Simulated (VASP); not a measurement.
# Be (Pm-3m) in VASP: notebook

Be is run at these levels: LDA; tasks: single point.

Everything below comes from runs of VASP 6.6.1. Logs are shortened: lines on timing, memory, paths and dates and some standing lists are left out, and cuts for length are marked.

**1. The cell of the first run**

The structure is cubic, space group Pm-3m (No. 221). The conventional cell has a = 1.578 Å, b = 1.578 Å, c = 1.578 Å, α = 90.00°, β = 90.00°, γ = 90.00°. Within 2.1 Å of Be (site symmetry m-3m) lie 6 Be at 1.58 Å.

**2. Single point, LDA (volume scaled by 0.4)**

INCAR

```
ALGO     = Normal         # electronic algorithm
EDIFF    = 1E-6           # SCF threshold, eV
ENCUT    = 600            # plane-wave cutoff, eV
GGA      = CA             # functional
GGA_COMPAT= False        
ISIF     = 2              # what is computed and relaxed
ISMEAR   = -1             # smearing method
LASPH    = True           # aspherical terms in the spheres
LCHARG   = True           # write CHGCAR
LELF     = True           # ELF
LREAL    = False          # projectors in reciprocal space
LVHAR    = True         
LWAVE    = False          # write WAVECAR
NBANDS   = 7              # bands
NELM     = 120            # most SCF steps
PREC     = Accurate       # precision mode
SIGMA    = 0.1            # smearing width, eV
```

KPOINTS

```
k-points
0
Gamma
  21 21 21
```

POSCAR

```
Be
1.0
    1.5778021087      0.0000000000      0.0000000000
    0.0000000000      1.5778021087      0.0000000000
    0.0000000000      0.0000000000      1.5778021087
Be
1
Direct
    0.0000000000      0.0000000000      0.0000000000
```

Potentials or basis: VASP PAW LDA potentials, release 64 (Be).

Run with:

```sh
$ cat potpaw_LDA.64/Be/POTCAR > POTCAR
$ mpirun -np 1 vasp_std > vasp.out
```

OUTCAR:

```text
EDIFF = 1E-6
   ENCUT = 600
   GGA = CA
   ISIF = 2
   ISMEAR = -1
   LASPH = True
   LREAL = False
   NELM = 120
   PREC = Accurate

 ion  position               nearest neighbor table
   1  0.000  0.000  0.000-

  LATTYP: Found a simple cubic cell.
 ALAT       =     1.5778021087

  Lattice vectors:

 A1 = (   1.5778021087,   0.0000000000,   0.0000000000)
 A2 = (   0.0000000000,   1.5778021087,   0.0000000000)
 A3 = (   0.0000000000,   0.0000000000,   1.5778021087)

Analysis of symmetry for initial positions (statically):
=====================================================================
 Subroutine PRICEL returns:
 Original cell was already a primitive cell.

 Routine SETGRP: Setting up the symmetry group for a
 simple cubic supercell.

 Subroutine GETGRP returns: Found 48 space group operations
 (whereof 48 operations were pure point group operations)
 out of a pool of 48 trial point group operations.

The static configuration has the point symmetry O_h .

Analysis of symmetry for dynamics (positions and initial velocities):
=====================================================================
 Subroutine PRICEL returns:
 Original cell was already a primitive cell.

 Routine SETGRP: Setting up the symmetry group for a
 simple cubic supercell.

 Subroutine GETGRP returns: Found 48 space group operations
 (whereof 48 operations were pure point group operations)
 out of a pool of 48 trial point group operations.

The dynamic configuration has the point symmetry O_h .

 Subroutine INISYM returns: Found 48 space group operations
 (whereof 48 operations are pure point group operations),
 and found     1 'primitive' translations

----------------------------------------------------------------------------------------

                                     Primitive cell

  volume of cell :       3.9279

  direct lattice vectors                    reciprocal lattice vectors
     1.577802109  0.000000000  0.000000000     0.633793043  0.000000000  0.000000000
     0.000000000  1.577802109  0.000000000     0.000000000  0.633793043  0.000000000
     0.000000000  0.000000000  1.577802109     0.000000000  0.000000000  0.633793043

  length of vectors
     1.577802109  1.577802109  1.577802109     0.633793043  0.633793043  0.633793043

  position of ions in fractional coordinates (direct lattice)
     0.000000000  0.000000000  0.000000000

  ion indices of the primitive-cell ions
   primitive index   ion index
                 1           1

----------------------------------------------------------------------------------------

 KPOINTS: k-points

Automatic generation of k-mesh.
 Grid dimensions read from file:
 generate k-points for:   21   21   21

 Generating k-lattice:

  Cartesian coordinates                     Fractional coordinates (reciprocal lattice)
     0.030180621  0.000000000  0.000000000     0.047619048  0.000000000  0.000000000
     0.000000000  0.030180621  0.000000000     0.000000000  0.047619048  0.000000000
     0.000000000  0.000000000  0.030180621     0.000000000  0.000000000  0.047619048

  Length of vectors
     0.030180621  0.030180621  0.030180621

  Shift w.r.t. Gamma in fractional coordinates (k-lattice)
     0.000000000  0.000000000  0.000000000

 Subroutine IBZKPT returns following result:
 ===========================================

 Found    286 irreducible k-points:

 Following reciprocal coordinates:
            Coordinates               Weight
  0.000000  0.000000  0.000000      1.000000
  0.047619  0.000000  0.000000      6.000000
  0.095238  0.000000  0.000000      6.000000
  0.142857  0.000000  0.000000      6.000000
  0.190476  0.000000  0.000000      6.000000
  0.238095  0.000000  0.000000      6.000000
[... 16 lines left out ...]
  0.142857  0.095238  0.000000     24.000000
  0.190476  0.095238  0.000000     24.000000
 [... further k-points ...]
   k-points           NKPTS =    286   k-points in BZ     NKDIM =    286   number of bands    NBANDS=      7
   number of dos      NEDOS =    301   number of ions     NIONS =      1
   total plane-waves  NPLWV =   2744
   dimension x,y,z NGX =    14 NGY =   14 NGZ =   14
   dimension x,y,z NGXF=    28 NGYF=   28 NGZF=   28
   ions per type =               1
   NGX,Y,Z   is equivalent  to a cutoff of  14.75, 14.75, 14.75 a.u.
   NGXF,Y,Z  is equivalent  to a cutoff of  29.50, 29.50, 29.50 a.u.
 SYSTEM =  unknown system
   PREC   = accura    normal or accurate (medium, high low for compatibility)
   ISTART =      0    job   : 0-new  1-cont  2-samecut
   ICHARG =      2    charge: 1-file 2-atom 10-const
   ISPIN  =      1    spin polarized calculation?
   LNONCOLLINEAR =      F non collinear calculations
   LSORBIT =      F    spin-orbit coupling
   LASPH  =      T    aspherical Exc in radial PAW
   ENCUT  =  600.0 eV  44.10 Ry    6.64 a.u.   3.15  3.15  3.15*2*pi/ulx,y,z
   NELM   =    120;   NELMIN=  2; NELMDL= -5     # of ELM steps
   EDIFF  = 0.1E-05   stopping-criterion for ELM
   LREAL  =      F    real-space projection
   EDIFFG = 0.1E-04   stopping-criterion for IOM
   NSW    =      0    number of steps for IOM
   IBRION =     -1    ionic relax: 0-MD 1-quasi-New 2-CG
   NFREE  =      0    steps in history (QN), initial steepest desc. (CG)
   ISIF   =      2    stress and relaxation
   ISYM   =      2    0-nonsym 1-usesym 2-fastsym
   POTIM  = 0.5000    time-step for ionic-motion
   TEBEG  =    0.0;   TEEND  =   0.0 temperature during run
   PSTRESS=    0.0 pullay stress
   NELECT =       2.0000    total number of electrons
   NUPDOWN=      -1.0000    fix difference up-down
   EMIN   =  10.00;   EMAX   =-10.00  energy-range for DOS
   EFERMI =   0.00;   METHOD = LEGACY
   ISMEAR =    -1;   SIGMA  =   0.10  broadening in eV -4-tet -1-fermi 0-gaus
   EFERMI_NEDOS =   21; number of points for ismear=-14 and -15
   IALGO  =     38    algorithm
   IMIX   =      4    mixing-type and parameters
     AMIX     =   0.40;   BMIX     =  1.00
     AMIX_MAG =   1.60;   BMIX_MAG =  1.00
  volume/ion in A,a.u.               =       3.93        26.51
  Fermi-wavevector in a.u.,A,eV,Ry     =   1.307271  2.470384 23.251778  1.708957
  Thomas-Fermi vector in A             =   2.438017
   LORBIT       =      0    0 simple, 1 ext, 2 COOP (PROOUT), +10 PAW based schemes
   GGA     = CA    functional components
   LHFCALC =     F    Hartree Fock is set to
   AEXX    =    0.0000 exact exchange contribution
   IVDW    =     0    specifies the selected vdW correction
   LEPSILON=     F    determine dielectric tensor
   LRPA    =     F    only Hartree local field effects (RPA)
 non-spin polarized calculation
  energy-cutoff  :      600.00
  volume of cell :        3.93
 maximum number of plane-waves:       140
 NGX is ok and might be reduce to    14
   NGX =  7   NGY =  7   NGZ =  7

 number of electron       2.0000000 magnetization

 Free energy of the ion-electron system (eV)
  ---------------------------------------------------
  ext. energy  EPLUGINS =         0.00000000
  ---------------------------------------------------
  free energy    TOTEN  =        -0.15018864 eV

  energy without entropy =       -0.14057812  energy(sigma->0) =       -0.14538338

 E-fermi :  15.8791     XC(G=0): -13.1789

 val. band max:       15.8772571064   @ k =   0.4762   0.2381   0.0000
 cond. band min:      15.8946458748   @ k =   0.4286   0.3810   0.0476
 fundamental gap:      0.0173887684
 Fermi energy:        15.8791493497

 k-point     1 :       0.0000    0.0000    0.0000
  band No.  band energies     occupation
      1      -0.6181      2.00000
      2      40.9071      0.00000
      3      40.9071      0.00000
      4      40.9071      0.00000
      5      48.3931      0.00000
      6      48.3931      0.00000
      7      72.5977      0.00000

 k-point     2 :       0.0476    0.0000    0.0000
  band No.  band energies     occupation
      1      -0.5545      2.00000
      2      38.8781      0.00000
      3      41.0252      0.00000
      4      41.0252      0.00000
      5      48.5258      0.00000
      6      50.6992      0.00000
      7      72.2698      0.00000

 k-point     3 :       0.0952    0.0000    0.0000
  band No.  band energies     occupation
      1      -0.3652      2.00000
      2      35.3439      0.00000
      3      41.3778      0.00000
      4      41.3778      0.00000
      5      48.9246      0.00000
      6      55.0411      0.00000
      7      71.3729      0.00000

 k-point     4 :       0.1429    0.0000    0.0000
  band No.  band energies     occupation
      1      -0.0549      2.00000
      2      31.7660      0.00000
      3      41.9594      0.00000
      4      41.9594      0.00000
      5      49.5877      0.00000
      6      59.8312      0.00000
      7      70.1867      0.00000

 k-point     5 :       0.1905    0.0000    0.0000
  band No.  band energies     occupation
      1       0.3676      2.00000
      2      28.4114      0.00000
      3      42.7595      0.00000
      4      42.7595      0.00000
      5      50.5124      0.00000
      6      64.0724      0.00000
      7      69.6117      0.00000
[... 161 lines left out ...]
 k-point    22 :       0.0952    0.0952    0.0000
  band No.  band energies     occupation
      1      -0.0989      2.00000
      2      33.8416      0.00000
      3      38.2783      0.00000
      4      41.8475      0.00000
      5      53.1250      0.00000
      6      57.5056      0.00000
      7      69.8548      0.00000

 k-point    23 :       0.1429    0.0952    0.0000
  band No.  band energies     occupation
      1       0.2278      2.00000
      2      31.1516      0.00000
      3      38.1055      0.00000
      4      42.4278      0.00000
      5      54.5045      0.00000
      6      61.4021      0.00000
      7      68.2876      0.00000

 k-point    24 :       0.1905    0.0952    0.0000
  band No.  band energies     occupation
      1       0.6732      2.00000
      2      28.1118      0.00000
      3      38.6752      0.00000
      4      43.2259      0.00000
      5      55.5803      0.00000
      6      64.4750      0.00000
      7      68.0081      0.00000

 [... further k-points ...]

------------------------ aborting loop because EDIFF is reached ----------------------------------------

  FORCE on cell =-STRESS in cart. coord.  units (eV):
  Direction    XX          YY          ZZ          XY          YZ          ZX
  --------------------------------------------------------------------------------------
  -------------------------------------------------------------------------------------
  Total        7.5782135      7.5782135      7.5782135      0.0000000      0.0000000      0.0000000
  in kB     3091.1481842   3091.1481842   3091.1481842      0.0000000      0.0000000      0.0000000
  external PRESSURE =    3091.1481842 kB  Pullay stress =       0.0000000 kB

 VOLUME and BASIS-vectors are now :
 -----------------------------------------------------------------------------
  energy-cutoff  :      600.00
  volume of cell :        3.93
      direct lattice vectors                 reciprocal lattice vectors
     1.577802109  0.000000000  0.000000000     0.633793043  0.000000000  0.000000000
     0.000000000  1.577802109  0.000000000     0.000000000  0.633793043  0.000000000
     0.000000000  0.000000000  1.577802109     0.000000000  0.000000000  0.633793043

 POSITION                                       TOTAL-FORCE (eV/Angst)
 -----------------------------------------------------------------------------------
      0.00000      0.00000      0.00000         0.000000      0.000000      0.000000
 -----------------------------------------------------------------------------------
    total drift:                                0.000000     -0.000000     -0.000000

  FREE ENERGIE OF THE ION-ELECTRON SYSTEM (eV)
  ---------------------------------------------------
  free  energy   TOTEN  =        -0.1501886438 eV

  energy  without entropy=       -0.1405781238  energy(sigma->0) =       -0.14538338
```

Run time: 3.2 s. Hardware: 1 thread of Intel Xeon 6975P-C (Granite Rapids), shared host; peak memory 0.1 GiB.

What came out:

| Quantity | Value |
| --- | --- |
| Free energy | -0.1502 eV |
| Pressure | 309.1 GPa |
| Band gap on the k mesh | zero (band 1 reaches 24.35 eV, above the bottom of band 2 at 14.87 eV) |

Levels at points of the mesh, in eV from the Fermi level:
```csv
k point,band 1,band 2,band 3,band 4,band 5
"(0.00, 0.00, 0.00)",-16.50,25.03,25.03,25.03,32.51
```

**3. Single point, LDA (volume scaled by 0.4)**

INCAR

```
SYSTEM = Be
PREC     = Accurate       ! precision mode
ENCUT    = 600            ! plane-wave cutoff, eV
EDIFF    = 1E-6           ! SCF threshold, eV
ISMEAR   = -1             ! smearing method
SIGMA    = 0.1            ! smearing width, eV
LREAL    = .False.        ! projectors in reciprocal space
LASPH    = .True.         ! aspherical terms in the spheres
NELM     = 120            ! most SCF steps
ALGO     = Normal         ! electronic algorithm
ISIF     = 2              ! what is computed and relaxed
LWAVE    = .False.        ! write WAVECAR
LCHARG   = .False.        ! write CHGCAR
NBANDS   = 7              ! bands
GGA_COMPAT= .False.
```

KPOINTS

```
Automatic mesh
0
Gamma
  21 21 21
  0 0 0
```

POSCAR is that of step 2.

Potentials or basis: VASP PAW LDA potentials, release 64 (Be).

Run with:

```sh
$ cat potpaw_LDA.64/Be/POTCAR > POTCAR
$ mpirun -np 1 vasp_std > vasp.out
```

It took 2.7 s on 1 thread of Intel Xeon 6975P-C (Granite Rapids), shared host; peak memory 0.1 GiB.

The run converged. Its results:

```
Free energy            : -0.1502 eV
Pressure               : 309.1 GPa
Band gap on the k mesh : zero (band 1 reaches 24.35 eV, above the bottom of band 2 at 14.87 eV)
```

Levels at points of the mesh, in eV from the Fermi level:
| k point | band 1 | band 2 | band 3 | band 4 | band 5 | band 6 |
| --- | --- | --- | --- | --- | --- | --- |
| (0.00, 0.00, 0.00) | -16.50 | 25.03 | 25.03 | 25.03 | 32.51 | 32.51 |

**4. Single point, LDA (volume scaled by 0.5)**

INCAR

```
SYSTEM = Be
PREC = Accurate
ENCUT = 600
EDIFF = 1E-6
ISMEAR = -1
SIGMA = 0.1
LREAL = .False.
LASPH = .True.
NELM = 120
ALGO = Normal
ISIF = 2
LWAVE = .False.
LCHARG = .False.
NBANDS = 7
GGA_COMPAT = .False.
```

KPOINTS is that of step 3.

POSCAR

```
Be
1.0
    1.6996357985      0.0000000000      0.0000000000
    0.0000000000      1.6996357985      0.0000000000
    0.0000000000      0.0000000000      1.6996357985
Be
1
Direct
    0.0000000000      0.0000000000      0.0000000000
```

Run with:

```sh
$ cat potpaw_LDA.64/Be/POTCAR > POTCAR
$ mpirun -np 1 vasp_std > vasp.out
```

It took 3 s on 1 thread of Intel Xeon 6975P-C (Granite Rapids), shared host; peak memory 0.1 GiB.

It converged, with:

| Item | Value |
| --- | --- |
| Free energy | -1.5612 eV |
| Pressure | 168.5 GPa |
| Band gap on the k mesh | zero (band 1 reaches 19.99 eV, above the bottom of band 2 at 12.03 eV) |

Levels at points of the mesh, in eV from the Fermi level:
```csv
k point,band 1,band 2,band 3,band 4,band 5
"(0.00, 0.00, 0.00)",-14.65,21.81,21.81,21.81,28.87
```

**5. Single point, LDA (volume scaled by 0.5)**

INCAR

```
PREC     = Accurate       # precision mode
ENCUT    = 600            # plane-wave cutoff, eV
EDIFF    = 1E-6           # SCF threshold, eV
ISMEAR   = -1             # smearing method
SIGMA    = 0.1            # smearing width, eV
LREAL    = False          # projectors in reciprocal space
LASPH    = True           # aspherical terms in the spheres
NELM     = 120            # most SCF steps
ALGO     = Normal         # electronic algorithm
ISIF     = 2              # what is computed and relaxed
LWAVE    = False          # write WAVECAR
LCHARG   = False          # write CHGCAR
GGA      = CA             # functional
NBANDS   = 7              # bands
GGA_COMPAT= False
```

KPOINTS

```
regular mesh
0
Gamma
  21 21 21
```

POSCAR is that of step 4.

Run with:

```sh
$ cat potpaw_LDA.64/Be/POTCAR > POTCAR
$ mpirun -np 1 vasp_std > vasp.out
```

Run time: 2.4 s. Hardware: 1 thread of Intel Xeon 6975P-C (Granite Rapids), shared host; peak memory 0.1 GiB.

Results (log left out):

* Free energy: -1.5612 eV
* Pressure: 168.5 GPa
* Band gap on the k mesh: zero (band 1 reaches 19.99 eV, above the bottom of band 2 at 12.03 eV)

Levels at points of the mesh, in eV from the Fermi level:
```
           k point  band 1  band 2  band 3  band 4
(0.00, 0.00, 0.00)  -14.65   21.81   21.81   21.81
```

(Continued in part 2 of 2.)
